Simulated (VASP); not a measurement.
A run of VASP 6.6.1:

INCAR

```
PREC = Accurate
ENCUT = 520
EDIFF = 1E-7
ISMEAR = -1
SIGMA = 0.1
LREAL = False
LASPH = True
NELM = 80
ALGO = Normal
ISIF = 2
LWAVE = False
LCHARG = False
GGA = PS
NBANDS = 12
```

The input KPOINTS:

```
regular mesh
0
Gamma
  9 9 9
```

POSCAR

```
Ti
1.0
    0.0000000293      2.0304278296      2.0304278882
    2.0304279760     -0.0000000585      2.0304279760
    2.0304278882      2.0304278296      0.0000000293
Ti
1
Direct
    0.0000000000      0.0000000000      0.0000000000
```

Potentials or basis: VASP PAW PBE potentials, release 64 (Ti_sv).

Command:

```sh
$ cat potpaw_PBE.64/Ti_sv/POTCAR > POTCAR
$ mpirun -np 1 vasp_std > vasp.out
```

Hardware: 1 thread of Intel(R) Xeon(R) Platinum 8488C (Sapphire Rapids) (shared host).

Estimate the wall time of this run.

It took 14 s on 1 thread of Intel(R) Xeon(R) Platinum 8488C (Sapphire Rapids) (shared host), peak memory 0.14 GiB. Counts: scf iterations 14, k points 35.
